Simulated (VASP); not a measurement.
# Y (P6_3/mmc) in VASP: further runs

The runs below take Y through single point, with PBEsol.

Program: VASP 6.6.1. These are calculated values, not measurements. Logs are shortened: lines on timing, memory, paths and dates and some standing lists are left out, and cuts for length are marked.

## Step 1: The cell of the first run

The structure is hexagonal, space group P6_3/mmc (No. 194). The conventional cell has a = 3.593 Å, b = 3.593 Å, c = 11.684 Å, α = 90.00°, β = 90.00°, γ = 120.00°. Within 4.7 Å of Y (site symmetry -6m2) lie 12 Y at 3.58 to 3.59 Å. Within 4.7 Å of Y (site symmetry -3m) lie 12 Y at 3.58 to 3.59 Å.

## Step 2: Single point, PBEsol

The input, INCAR:

```
PREC = Accurate
ENCUT = 520
EDIFF = 1E-6
ISMEAR = -1
SIGMA = 0.05
LREAL = F
LASPH = T
NELM = 100
ALGO = Fast
ISIF = 2
LWAVE = F
LCHARG = F
GGA = PS
NBANDS = 30
```

The input, KPOINTS:

```
Automatic mesh
0
Gamma
  8 8 3
```

The input, POSCAR:

```
Y
1.0
    3.5933145359      0.0000000000      0.0000000000
   -1.7966572680      3.1119016719      0.0000000000
    0.0000000000      0.0000000000     11.6840549116
Y
4
Direct
    0.6666666667      0.3333333333      0.7500000000
    0.0000000000      0.0000000000      0.5000000000
    0.3333333333      0.6666666667      0.2500000000
    0.0000000000      0.0000000000      0.0000000000
```

Potentials or basis: VASP PAW PBE potentials, release 64 (Y_sv).

Command:

```sh
> cat potpaw_PBE.64/Y_sv/POTCAR > POTCAR
> mpirun -np 1 vasp_std > vasp.out
```

OUTCAR:

```text
PREC = Accurate
   ENCUT = 520
   EDIFF = 1E-6
   ISMEAR = -1
   LREAL = F
   LASPH = T
   NELM = 100
   ISIF = 2
   GGA = PS

 ion  position               nearest neighbor table
   1  0.667  0.333  0.750-   2 3.58   4 3.58   2 3.58   4 3.58   2 3.58   4 3.58
   2  0.000  0.000  0.500-   1 3.58   3 3.58   1 3.58   3 3.58   1 3.58   3 3.58
   3  0.333  0.667  0.250-   2 3.58   4 3.58   2 3.58   4 3.58   2 3.58   4 3.58
   4  0.000  0.000  0.000-   1 3.58   3 3.58   1 3.58   3 3.58   1 3.58   3 3.58

  LATTYP: Found a hexagonal cell.
 ALAT       =     3.5933145359
 C/A-ratio  =     3.2516092858

  Lattice vectors:

 A1 = (   3.5933145359,   0.0000000000,   0.0000000000)
 A2 = (  -1.7966572680,   3.1119016719,   0.0000000000)
 A3 = (   0.0000000000,   0.0000000000,  11.6840549116)

Analysis of symmetry for initial positions (statically):
=====================================================================
 Subroutine PRICEL returns:
 Original cell was already a primitive cell.

 Routine SETGRP: Setting up the symmetry group for a
 hexagonal supercell.

 Subroutine GETGRP returns: Found 24 space group operations
 (whereof 12 operations were pure point group operations)
 out of a pool of 24 trial point group operations.

The static configuration has the point symmetry D_3d.
 The point group associated with its full space group is D_6h.

Analysis of symmetry for dynamics (positions and initial velocities):
=====================================================================
 Subroutine PRICEL returns:
 Original cell was already a primitive cell.

 Routine SETGRP: Setting up the symmetry group for a
 hexagonal supercell.

 Subroutine GETGRP returns: Found 24 space group operations
 (whereof 12 operations were pure point group operations)
 out of a pool of 24 trial point group operations.

The dynamic configuration has the point symmetry D_3d.
 The point group associated with its full space group is D_6h.

 Subroutine INISYM returns: Found 24 space group operations
 (whereof 12 operations are pure point group operations),
 and found     1 'primitive' translations

----------------------------------------------------------------------------------------

                                     Primitive cell

  volume of cell :     130.6516

  direct lattice vectors                    reciprocal lattice vectors
     3.593314536  0.000000000  0.000000000     0.278294591  0.160673457  0.000000000
    -1.796657268  3.111901672  0.000000000     0.000000000  0.321346914  0.000000000
     0.000000000  0.000000000 11.684054912     0.000000000  0.000000000  0.085586725

  length of vectors
     3.593314536  3.593314536 11.684054912     0.321346914  0.321346914  0.085586725

  position of ions in fractional coordinates (direct lattice)
     0.666666667  0.333333333  0.750000000
     0.000000000  0.000000000  0.500000000
     0.333333333  0.666666667  0.250000000
     0.000000000  0.000000000  0.000000000

  ion indices of the primitive-cell ions
   primitive index   ion index
                 1           1
                 2           2
                 3           3
                 4           4

----------------------------------------------------------------------------------------

 KPOINTS: Automatic mesh

Automatic generation of k-mesh.
 Grid dimensions read from file:
 generate k-points for:    8    8    3

 Generating k-lattice:

  Cartesian coordinates                     Fractional coordinates (reciprocal lattice)
     0.034786824  0.020084182  0.000000000     0.125000000  0.000000000  0.000000000
     0.000000000  0.040168364  0.000000000     0.000000000  0.125000000  0.000000000
     0.000000000  0.000000000  0.028528908     0.000000000  0.000000000  0.333333333

  Length of vectors
     0.040168364  0.040168364  0.028528908

  Shift w.r.t. Gamma in fractional coordinates (k-lattice)
     0.000000000  0.000000000  0.000000000

 Subroutine IBZKPT returns following result:
 ===========================================

 Found     20 irreducible k-points:

 Following reciprocal coordinates:
            Coordinates               Weight
  0.000000  0.000000  0.000000      1.000000
  0.125000 -0.000000  0.000000      6.000000
  0.250000 -0.000000  0.000000      6.000000
  0.375000  0.000000  0.000000      6.000000
  0.500000 -0.000000  0.000000      3.000000
  0.125000  0.125000  0.000000      6.000000
[... 12 lines left out ...]
  0.250000  0.250000  0.333333     12.000000
  0.375000  0.250000  0.333333     12.000000
   k-points           NKPTS =     20   k-points in BZ     NKDIM =     20   number of bands    NBANDS=     30
   number of dos      NEDOS =    301   number of ions     NIONS =      4
   total plane-waves  NPLWV =  70560
   dimension x,y,z NGX =    28 NGY =   28 NGZ =   90
   dimension x,y,z NGXF=    56 NGYF=   56 NGZF=  180
   ions per type =               4
   NGX,Y,Z   is equivalent  to a cutoff of  12.95, 12.95, 12.81 a.u.
   NGXF,Y,Z  is equivalent  to a cutoff of  25.91, 25.91, 25.61 a.u.
 SYSTEM =  unknown system
   PREC   = accura    normal or accurate (medium, high low for compatibility)
   ISTART =      0    job   : 0-new  1-cont  2-samecut
   ICHARG =      2    charge: 1-file 2-atom 10-const
   ISPIN  =      1    spin polarized calculation?
   LNONCOLLINEAR =      F non collinear calculations
   LSORBIT =      F    spin-orbit coupling
   LASPH  =      T    aspherical Exc in radial PAW
   ENCUT  =  520.0 eV  38.22 Ry    6.18 a.u.   6.68  6.68 21.72*2*pi/ulx,y,z
   NELM   =    100;   NELMIN=  2; NELMDL= -5     # of ELM steps
   EDIFF  = 0.1E-05   stopping-criterion for ELM
   LREAL  =      F    real-space projection
   EDIFFG = 0.1E-04   stopping-criterion for IOM
   NSW    =      0    number of steps for IOM
   IBRION =     -1    ionic relax: 0-MD 1-quasi-New 2-CG
   NFREE  =      0    steps in history (QN), initial steepest desc. (CG)
   ISIF   =      2    stress and relaxation
   ISYM   =      2    0-nonsym 1-usesym 2-fastsym
   POTIM  = 0.5000    time-step for ionic-motion
   TEBEG  =    0.0;   TEEND  =   0.0 temperature during run
   PSTRESS=    0.0 pullay stress
   NELECT =      44.0000    total number of electrons
   NUPDOWN=      -1.0000    fix difference up-down
   EMIN   =  10.00;   EMAX   =-10.00  energy-range for DOS
   EFERMI =   0.00;   METHOD = LEGACY
   ISMEAR =    -1;   SIGMA  =   0.05  broadening in eV -4-tet -1-fermi 0-gaus
   EFERMI_NEDOS =   21; number of points for ismear=-14 and -15
   IALGO  =     68    algorithm
   IMIX   =      4    mixing-type and parameters
     AMIX     =   0.40;   BMIX     =  1.00
     AMIX_MAG =   1.60;   BMIX_MAG =  1.00
  volume/ion in A,a.u.               =      32.66       220.42
  Fermi-wavevector in a.u.,A,eV,Ry     =   1.138992  2.152384 17.650888  1.297304
  Thomas-Fermi vector in A             =   2.275696
   LORBIT       =      0    0 simple, 1 ext, 2 COOP (PROOUT), +10 PAW based schemes
   GGA     = PS    functional components
   LHFCALC =     F    Hartree Fock is set to
   AEXX    =    0.0000 exact exchange contribution
   IVDW    =     0    specifies the selected vdW correction
   LEPSILON=     F    determine dielectric tensor
   LRPA    =     F    only Hartree local field effects (RPA)
 non-spin polarized calculation
 RMM-DIIS sequential band-by-band and
  energy-cutoff  :      520.00
  volume of cell :      130.65
 maximum number of plane-waves:      3548
 NGX is ok and might be reduce to    28
   NGX = 13   NGY = 13   NGZ = 43

 number of electron      43.9999999 magnetization

 Free energy of the ion-electron system (eV)
  ---------------------------------------------------
  ext. energy  EPLUGINS =         0.00000000
  ---------------------------------------------------
  free energy    TOTEN  =       -27.23769132 eV

  energy without entropy =      -27.18102394  energy(sigma->0) =      -27.20935763

 E-fermi :   2.9443     XC(G=0):  -9.5538

 val. band max:        2.8815818096   @ k =   0.2500  -0.0000   0.3333
 cond. band min:       2.9511147873   @ k =   0.2500   0.2500   0.3333
 fundamental gap:      0.0695329777
 Fermi energy:         2.9443351223

 k-point     1 :       0.0000    0.0000    0.0000
  band No.  band energies     occupation
      1     -39.6502      2.00000
      2     -39.6236      2.00000
      3     -39.6097      2.00000
      4     -39.5828      2.00000
      5     -19.9318      2.00000
      6     -19.6685      2.00000
[... 22 lines left out ...]
     29       4.9810      0.00000
     30       5.0062      0.00000

 k-point     2 :       0.1250   -0.0000    0.0000
  band No.  band energies     occupation
      1     -39.6419      2.00000
      2     -39.6174      2.00000
      3     -39.6035      2.00000
      4     -39.5788      2.00000
      5     -19.9040      2.00000
      6     -19.6777      2.00000
[... 22 lines left out ...]
     29       4.9693      0.00000
     30       5.2222      0.00000

 k-point     3 :       0.2500   -0.0000    0.0000
  band No.  band energies     occupation
      1     -39.6210      2.00000
      2     -39.6025      2.00000
      3     -39.5885      2.00000
      4     -39.5699      2.00000
      5     -19.8332      2.00000
      6     -19.7356      2.00000
[... 22 lines left out ...]
     29       5.0173      0.00000
     30       5.4800      0.00000

 k-point     4 :       0.3750    0.0000    0.0000
  band No.  band energies     occupation
      1     -39.5980      2.00000
      2     -39.5875      2.00000
      3     -39.5735      2.00000
      4     -39.5630      2.00000
      5     -19.8654      2.00000
      6     -19.8632      2.00000
[... 484 lines left out ...]
     29       4.9048      0.00000
     30       5.2512      0.00000

 k-point    19 :       0.2500    0.2500    0.3333
  band No.  band energies     occupation
      1     -39.5861      2.00000
      2     -39.5832      2.00000
      3     -39.5654      2.00000
      4     -39.5625      2.00000
      5     -19.8243      2.00000
      6     -19.8195      2.00000
[... 22 lines left out ...]
     29       5.1099      0.00000
     30       5.1441      0.00000

 k-point    20 :       0.3750    0.2500    0.3333
  band No.  band energies     occupation
      1     -39.5779      2.00000
      2     -39.5773      2.00000
      3     -39.5625      2.00000
      4     -39.5619      2.00000
      5     -19.8332      2.00000
      6     -19.8271      2.00000
[... 22 lines left out ...]
     29       5.2242      0.00000
     30       5.3894      0.00000

------------------------ aborting loop because EDIFF is reached ----------------------------------------

  FORCE on cell =-STRESS in cart. coord.  units (eV):
  Direction    XX          YY          ZZ          XY          YZ          ZX
  --------------------------------------------------------------------------------------
  -------------------------------------------------------------------------------------
  Total       -1.7185895     -1.7185895     -2.1373943      0.0000000      0.0000000      0.0000000
  in kB      -21.0750226    -21.0750226    -26.2108159      0.0000000      0.0000000      0.0000000
  external PRESSURE =     -22.7869537 kB  Pullay stress =       0.0000000 kB

 VOLUME and BASIS-vectors are now :
 -----------------------------------------------------------------------------
  energy-cutoff  :      520.00
  volume of cell :      130.65
      direct lattice vectors                 reciprocal lattice vectors
     3.593314536  0.000000000  0.000000000     0.278294591  0.160673457  0.000000000
    -1.796657268  3.111901672  0.000000000     0.000000000  0.321346914  0.000000000
     0.000000000  0.000000000 11.684054912     0.000000000  0.000000000  0.085586725

 POSITION                                       TOTAL-FORCE (eV/Angst)
 -----------------------------------------------------------------------------------
      1.79666      1.03730      8.76304         0.000000     -0.000000      0.000000
      0.00000      0.00000      5.84203        -0.000000      0.000000     -0.000000
     -0.00000      2.07460      2.92101        -0.000000      0.000000     -0.000000
      0.00000      0.00000      0.00000        -0.000000      0.000000     -0.000000
 -----------------------------------------------------------------------------------
    total drift:                                0.000000     -0.000000      0.000000

  FREE ENERGIE OF THE ION-ELECTRON SYSTEM (eV)
  ---------------------------------------------------
  free  energy   TOTEN  =       -27.2376913159 eV

  energy  without entropy=      -27.1810239361  energy(sigma->0) =      -27.20935763
```

It took 1.9 min on 1 thread of AMD EPYC 7R13 (Zen 3), shared host; peak memory 0.25 GiB.

What came out:

* Free energy: -27.2377 eV
* Pressure: -2.3 GPa
* Band gap on the k mesh: zero (bands 22 and 23 overlap by 1.05 eV)

Stress tensor (GPa, compression positive):
```
-2.11  0.00  0.00
 0.00 -2.11  0.00
 0.00  0.00 -2.62
```

Levels at points of the mesh, in eV from the Fermi level:
```tsv
k point	band 18	band 19	band 20	band 21	band 22	band 23	band 24	band 25	band 26	band 27
(0.00, 0.00, 0.00)	-3.37	-3.36	-1.97	0.67	0.74	0.79	1.63	1.63	1.69	1.69
(0.50, 0.00, 0.00)	-1.78	-1.32	-1.22	-0.53	-0.48	-0.31	0.41	0.75	1.37	1.61
```

Caveat: the PAW data sets were made with another functional, which shifts forces and pressure a little.

## Step 3: Single point, PBEsol

This run uses another cell than the first one, of 33.34 Å³/atom.

Edit INCAR of step 2 so:

```diff
@@ -8,3 +8,3 @@
 NELM = 100
-ALGO = Fast
+ALGO = Normal
 ISIF = 2
```

KPOINTS is that of step 2.

The input, POSCAR:

```
Y
1.0
    3.6180967986      0.0000000000      0.0000000000
   -1.8090483993      3.1333637409      0.0000000000
    0.0000000000      0.0000000000     11.7646371471
Y
4
Direct
    0.6666666667      0.3333333333      0.7500000000
    0.0000000000      0.0000000000      0.5000000000
    0.3333333333      0.6666666667      0.2500000000
    0.0000000000      0.0000000000      0.0000000000
```

Potentials or basis: VASP PAW PBE potentials, release 64 (Y_sv).

Command:

```sh
> cat potpaw_PBE.64/Y_sv/POTCAR > POTCAR
> mpirun -np 1 vasp_std > vasp.out
```

Wall time 73 s (1 thread of AMD EPYC 7R13 (Zen 3), shared host); peak memory 0.24 GiB.

Results (log left out):

```
Free energy            : -27.1931 eV
Pressure               : -3.0 GPa
Band gap on the k mesh : zero (bands 22 and 23 overlap by 1.03 eV)
```

Stress tensor (GPa, compression positive):
```
-2.80  0.00  0.00
 0.00 -2.80  0.00
 0.00  0.00 -3.33
```

Levels at points of the mesh, in eV from the Fermi level:
```tsv
k point	band 18	band 19	band 20	band 21	band 22	band 23	band 24	band 25	band 26	band 27
(0.00, 0.00, 0.00)	-3.36	-3.36	-1.94	0.61	0.73	0.79	1.61	1.61	1.68	1.68
(0.50, 0.00, 0.00)	-1.74	-1.29	-1.21	-0.52	-0.46	-0.30	0.38	0.75	1.32	1.59
```

Caveat: the PAW data sets were made with another functional, which shifts forces and pressure a little.

## Step 4: Single point, PBEsol

This run uses another cell than the first one, of 35.38 Å³/atom.

The input, INCAR:

```
SYSTEM = Y
  PREC = Accurate
  ENCUT = 520
  EDIFF = 1E-6
  ISMEAR = -1
  SIGMA = 0.05
  LREAL = .False.
  LASPH = .True.
  NELM = 100
  ALGO = Normal
  ISIF = 2
  LWAVE = .False.
  LCHARG = .False.
  GGA = PS
  NBANDS = 30
```

The input, KPOINTS:

```
Automatic mesh
0
Gamma
  8 8 3
  0 0 0
```

The input, POSCAR:

```
Y
1.0
    3.6904778495      0.0000000000      0.0000000000
   -1.8452389247      3.1960475697      0.0000000000
    0.0000000000      0.0000000000     11.9999920442
Y
4
Direct
    0.6666666667      0.3333333333      0.7500000000
    0.0000000000      0.0000000000      0.5000000000
    0.3333333333      0.6666666667      0.2500000000
    0.0000000000      0.0000000000      0.0000000000
```

Command:

```sh
> cat potpaw_PBE.64/Y_sv/POTCAR > POTCAR
> mpirun -np 1 vasp_std > vasp.out
```

Wall time 76 s (1 thread of AMD EPYC 7R13 (Zen 3), shared host); peak memory 0.24 GiB.

It converged, with:

- Free energy: -26.9967 eV
- Pressure: -4.7 GPa
- Band gap on the k mesh: zero (bands 22 and 23 overlap by 1.00 eV)

Stress tensor (GPa, compression positive):
```
-4.48  0.00  0.00
 0.00 -4.48  0.00
 0.00  0.00 -5.07
```

Levels at points of the mesh, in eV from the Fermi level:
```
           k point  band 20  band 21  band 22  band 23  band 24  band 25
(0.00, 0.00, 0.00)    -1.87     0.47     0.71     0.76     1.56     1.56
(0.50, 0.00, 0.00)    -1.18    -0.49    -0.41    -0.29     0.30     0.75
```

Caveat: the cell stands under tension; the PAW data sets were made with another functional, which shifts forces and pressure a little.

## Step 5: Summary

| cell | gap on the mesh (eV) | pressure (GPa) |
| --- | --- | --- |
| a = 3.593, b = 3.593, c = 11.684 Å, angles 90.0, 90.0, 120.0°, 4 atoms | none | -2.3 |
| a = 3.618, b = 3.618, c = 11.765 Å, angles 90.0, 90.0, 120.0°, 4 atoms | none | -3.0 |
| a = 3.690, b = 3.690, c = 12.000 Å, angles 90.0, 90.0, 120.0°, 4 atoms | none | -4.7 |

Alike in all rows: task single point; level PBEsol; potentials or basis VASP PAW PBE potentials, release 64 (Y_sv); no spin polarisation; k mesh 8 × 8 × 3; cutoff (eV) 520; smearing fermi-dirac 0.05 eV.

Caveats: the PAW data sets were made with another functional, which shifts forces and pressure a little; the cell stands under tension (at least some runs).

Total energies depend on the potentials used, so only differences within one code and one set of settings carry meaning.
